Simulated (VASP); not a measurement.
## GaN: relaxation of cell and atoms with PBEsol

The system is GaN.

```
CELL_PARAMETERS angstrom
0.00000 2.24907 2.24907
2.24907 0.00000 2.24907
2.24907 2.24907 0.00000
ATOMIC_POSITIONS crystal
Ga 0.00000 0.00000 0.00000
N 0.75000 0.75000 0.75000
```

```yaml
Program: VASP 6.6.1
Task: relaxation of cell and atoms
Functional: PBEsol
Potentials_or_basis: VASP PAW PBE potentials, release 64 (Ga_d, N)
Cutoff: 600 eV
k_mesh: 10 × 10 × 10
Occupations: gaussian, width 0.01 eV
Spin: no spin polarisation
Target_pressure: 9 GPa
Dipole_correction: no
Further_INCAR_settings: ALGO = Normal; EDIFF = 1e-07; IBRION = 2; EDIFFG = -0.001; NSW = 80; ISIF = 3
```

The relaxed volume is 10.87 Å³/atom. The relaxed cell is a = 3.133 Å, b = 3.133 Å, c = 3.133 Å, α = 60.00°, β = 60.00°, γ = 60.00°, the space group after relaxing (to 0.05 Å) is F-43m (No. 216) and the energy change on relaxing (the enthalpy is what falls) is +13.0 meV/atom. The ionic steps are 9 and the pressure after relaxing is 9.0 GPa. The band gap on the k mesh is 2.01 eV, direct.

The path:
| step | energy change (eV) | largest force (eV/Å) | pressure (GPa) | volume (Å³) |
| --- | --- | --- | --- | --- |
| 1 | 0.0000 | 0.0000 | -0.38 | 22.75 |
| 2 | 0.1324 | 0.0000 | 22.35 | 20.63 |
| 3 | 0.0255 | 0.0000 | 8.93 | 21.75 |
| 4 | 0.0267 | 0.0000 | 9.14 | 21.73 |
| 5 | 0.0251 | 0.0000 | 8.79 | 21.76 |
| 6 | 0.0260 | 0.0000 | 9.02 | 21.74 |
| 7 | 0.0259 | 0.0000 | 8.94 | 21.74 |
| 8 | 0.0260 | 0.0000 | 9.03 | 21.74 |
| 9 | 0.0260 | 0.0000 | 9.00 | 21.74 |

Final structure:
```
CELL_PARAMETERS angstrom
0.00000 2.21522 2.21522
2.21522 0.00000 2.21522
2.21522 2.21522 0.00000
ATOMIC_POSITIONS crystal
Ga 0.00000 0.00000 0.00000
N 0.75000 0.75000 0.75000
```

Levels at points of the mesh, in eV from the valence-band top:
```tsv
k point	band 6	band 7	band 8	band 9	band 10	band 11	band 12	band 13
(0.00, 0.00, 0.00)	-13.08	0.00	0.00	0.00	2.01	10.52	10.52	10.52
(0.50, 0.00, 0.00)	-11.83	-7.46	-1.05	-1.05	4.91	8.89	10.53	10.53
(0.50, 0.50, 0.00)	-11.41	-6.40	-2.92	-2.92	3.24	6.85	11.96	14.43
```

Wall time 76 s on 1 thread of Intel(R) Xeon(R) Platinum 8488C (Sapphire Rapids), on a shared host, peak memory 0.17 GiB.

Caveat: the cell is relaxed towards a set pressure, so the enthalpy falls and the energy may rise; the PAW data sets were made with another functional, which shifts forces and pressure a little. As with any semilocal functional, this PBEsol gap is likely too small.
